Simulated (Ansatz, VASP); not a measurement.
**Ru in VASP and in Ansatz**

```
Ru
1.0
     0.00000    1.89321    1.89321
     1.89321    0.00000    1.89321
     1.89321    1.89321    0.00000
Ru
1
Cartesian
  0.0000 0.0000 0.0000
```

Alike in both runs: task single point; functional r2SCAN; k mesh 16 × 16 × 16; occupations fermi-dirac, width 0.1 eV; no spin polarisation.

|  | VASP | Ansatz |
| --- | --- | --- |
| version | VASP 6.6.1 | Ansatz 0.2.0 |
| potentials or method | VASP PAW PBE potentials, release 64 (Ru_sv), cutoff 660 eV | plane waves (500 eV) with PAW, scalar-relativistic |
| valence electrons in the cell | 16 | 16 |

|  | VASP | Ansatz | Ansatz less VASP |
| --- | --- | --- | --- |
| pressure (GPa) | 0.0 | -0.1 | -0.16 |

VASP's potentials were made for PBE, not for r2SCAN. With one functional, cell and mesh, what is left measures potentials, basis and numerics.
